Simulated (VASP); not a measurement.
# FeO (Fm-3m) in VASP: settings compared, part 2 of 2

VASP 6.6.1. The steps go on from the part before.

### 4 Single point, LDA+U, collinear spin

INCAR

```
ALGO = Normal
EDIFF = 1E-6
ENCUT = 600
GGA = CA
GGA_COMPAT = F
ISIF = 2
ISMEAR = 1
ISPIN = 2
LASPH = T
LCHARG = F
LDAU = T
LDAUJ = 0 0
LDAUL = 2 -1
LDAUPRINT = 1
LDAUTYPE = 2
LDAUU = 3 0
LMAXMIX = 4
LORBIT = 11
LREAL = F
LWAVE = F
MAGMOM = 2.03 -0.04
NBANDS = 18
NELM = 200
NUPDOWN = 2.0
PREC = Accurate
SIGMA = 0.1
```

KPOINTS

```
k-points
0
Gamma
  11 11 11
```

POSCAR

```
FeO
1.0
    0.0000000000      2.1554000000      2.1554000000
    2.1554000000      0.0000000000      2.1554000000
    2.1554000000      2.1554000000      0.0000000000
Fe O
1 1
Direct
    0.0000000000      0.0000000000      0.0000000000
    0.5000000000      0.5000000000      0.5000000000
```

Potentials or basis: VASP PAW LDA potentials, release 64 (Fe, O).

On the command line:

```console
$ cat potpaw_LDA.64/Fe/POTCAR potpaw_LDA.64/O/POTCAR > POTCAR
$ mpirun -np 1 vasp_std > vasp.out
```

OUTCAR:

```text
EDIFF = 1E-6
   ENCUT = 600
   GGA = CA
   ISIF = 2
   ISMEAR = 1
   ISPIN = 2
   LASPH = T
   LORBIT = 11
   LREAL = F
   NELM = 200
   NUPDOWN = 2.0
   PREC = Accurate

 ion  position               nearest neighbor table
   1  0.000  0.000  0.000-   2 2.16   2 2.16   2 2.16   2 2.16   2 2.16   2 2.16
   2  0.500  0.500  0.500-   1 2.16   1 2.16   1 2.16   1 2.16   1 2.16   1 2.16

  LATTYP: Found a face centered cubic cell.
 ALAT       =     4.3108000000

  Lattice vectors:

 A1 = (   0.0000000000,   2.1554000000,   2.1554000000)
 A2 = (   2.1554000000,   0.0000000000,   2.1554000000)
 A3 = (   2.1554000000,   2.1554000000,   0.0000000000)

Analysis of symmetry for initial positions (statically):
=====================================================================
 Subroutine PRICEL returns:
 Original cell was already a primitive cell.

 Routine SETGRP: Setting up the symmetry group for a
 face centered cubic supercell.

[... 229 lines left out ...]
      2       1.8594      1.00000
      3       1.8594      1.00000
      4       1.8594      1.00000
      5       1.9466      1.00000
      6       1.9466      1.00000
[... 1001 lines left out ...]
     17      32.8894      0.00000
     18      35.0274      0.00000

 [... further k-points ...]

------------------------ aborting loop because EDIFF is reached ----------------------------------------

  FORCE on cell =-STRESS in cart. coord.  units (eV):
  Direction    XX          YY          ZZ          XY          YZ          ZX
  --------------------------------------------------------------------------------------
  -------------------------------------------------------------------------------------
  Total       -4.0559793     -4.0559793     -4.0559793     -0.0000000     -0.0000000      0.0000000
  in kB     -324.4835435   -324.4835435   -324.4835435     -0.0000000     -0.0000000      0.0000000
  external PRESSURE =    -324.4835435 kB  Pullay stress =       0.0000000 kB

 VOLUME and BASIS-vectors are now :
 -----------------------------------------------------------------------------
  energy-cutoff  :      600.00
  volume of cell :       20.03
      direct lattice vectors                 reciprocal lattice vectors
     0.000000000  2.155400000  2.155400000    -0.231975503  0.231975503  0.231975503
     2.155400000  0.000000000  2.155400000     0.231975503 -0.231975503  0.231975503
     2.155400000  2.155400000  0.000000000     0.231975503  0.231975503 -0.231975503

 POSITION                                       TOTAL-FORCE (eV/Angst)
 -----------------------------------------------------------------------------------
      0.00000      0.00000      0.00000        -0.000000     -0.000000     -0.000000
      2.15540      2.15540      2.15540         0.000000      0.000000      0.000000
 -----------------------------------------------------------------------------------
    total drift:                                0.000000     -0.000000     -0.000000

  FREE ENERGIE OF THE ION-ELECTRON SYSTEM (eV)
  ---------------------------------------------------
  free  energy   TOTEN  =       -13.4029059323 eV

  energy  without entropy=      -13.4020452809  energy(sigma->0) =      -13.40261905

 total charge

# of ion       s       p       d       tot
------------------------------------------
    1        0.272   0.333   6.288   6.892
    2        1.544   3.356   0.000   4.901
--------------------------------------------------
tot          1.816   3.689   6.288  11.793

 magnetization (x)

# of ion       s       p       d       tot
------------------------------------------
    1        0.018   0.009   2.106   2.133
    2        0.014  -0.130   0.000  -0.116
--------------------------------------------------
tot          0.032  -0.121   2.106   2.017
```

OSZICAR:

```text
N       E                     dE             d eps       ncg     rms          rms(c)
DAV:   1     0.756031146875E+02    0.75603E+02   -0.72822E+03  4320   0.102E+03
DAV:   2    -0.997290423467E+01   -0.85576E+02   -0.74713E+02  4128   0.218E+02
DAV:   3    -0.149908715254E+02   -0.50180E+01   -0.47525E+01  4676   0.558E+01
DAV:   4    -0.150327221344E+02   -0.41851E-01   -0.41788E-01  4924   0.485E+00
DAV:   5    -0.150330239445E+02   -0.30181E-03   -0.30179E-03  4782   0.431E-01    0.134E+01
DAV:   6    -0.146903595588E+02    0.34266E+00   -0.14158E+01  5264   0.551E+01    0.159E+01
DAV:   7    -0.133037962529E+02    0.13866E+01   -0.67664E+00  5272   0.425E+01    0.562E+00
DAV:   8    -0.133652206736E+02   -0.61424E-01   -0.23966E-01  4976   0.480E+00    0.280E+00
DAV:   9    -0.134023082396E+02   -0.37088E-01   -0.41973E-02  5550   0.297E+00    0.475E-01
DAV:  10    -0.134020210267E+02    0.28721E-03   -0.10482E-02  5202   0.152E+00    0.188E-01
DAV:  11    -0.134028079811E+02   -0.78695E-03   -0.74719E-04  5224   0.249E-01    0.124E-01
DAV:  12    -0.134028863458E+02   -0.78365E-04   -0.71240E-05  5416   0.132E-01    0.643E-02
DAV:  13    -0.134029037211E+02   -0.17375E-04   -0.57722E-05  5406   0.119E-01    0.106E-02
DAV:  14    -0.134029058472E+02   -0.21261E-05   -0.55445E-06  4542   0.190E-02    0.371E-03
DAV:  15    -0.134029059323E+02   -0.85048E-07   -0.14331E-07  2536   0.398E-03
   1 F= -.13402906E+02 E0= -.13402619E+02  d E =-.860651E-03  mag=     2.0000
```

Run time: 27 s. Hardware: 1 thread of Intel Xeon 8259CL, shared host; peak memory 0.16 GiB.

What came out:

| Quantity | Value |
| --- | --- |
| Free energy | -13.4029 eV |
| Pressure | -32.4 GPa |
| Net moment | 2.00 μB per cell |
| Site moments | Fe +2.13; O -0.12 μB |
| Valence electrons inside the program's atomic spheres | Fe 6.89; O 4.90 |

Eigenvalues of the final occupation matrices:
```csv
site,spin,trace,eigenvalues
site 1 d,1,4.21,0.68 0.68 0.95 0.95 0.95
site 1 d,2,2.10,0.12 0.12 0.62 0.62 0.62
```

Caveat: the cell stands under tension; the total moment is fixed, so each spin has its own Fermi level and the state may be an excited one; a cell with one magnetic atom can't hold antiferromagnetic order, which such compounds often take.

### 5 The runs side by side

```tsv
task	level	potentials or basis	spin	U	fixed moment (μB)	k mesh	cutoff (eV)	smearing	tolerance level	purpose	route	dipole correction	pressure (GPa)	moment (μB)
band structure	PBE+U	VASP PAW PBE potentials, release 64 (Fe, O)	collinear, ferromagnetic start	Fe d U = 6 eV	-	12 × 12 × 12	460	gaussian 0.07 eV	standard	bands	KPOINTS_OPT	-	-1.9	4.01
band structure	PBE+U	VASP PAW PBE potentials, release 64 (Fe, O)	collinear, ferromagnetic start	Fe d U = 6 eV	-	25 × 25 × 25	640	gaussian 0.04 eV	standard	bands	KPOINTS_OPT	-	-1.5	4.01
single point	LDA+U	VASP PAW LDA potentials, release 64 (Fe, O)	collinear	Fe d U = 3.0 eV	2.0	11 × 11 × 11	600	methfessel-paxton 0.1 eV	-	-	-	no	-32.4	2.00
```

Alike in all rows: cell as given.

Caveats: a cell with one magnetic atom can't hold antiferromagnetic order, which such compounds often take; the cutoff is under 1.25 times the usual one of these potentials, so pressure, stress and relaxed cells hold a basis-set (Pulay) error (at least some runs); the cell stands under tension (at least some runs); the total moment is fixed, so each spin has its own Fermi level and the state may be an excited one (at least some runs).

Absolute energies hang on the potentials; compare differences alone.
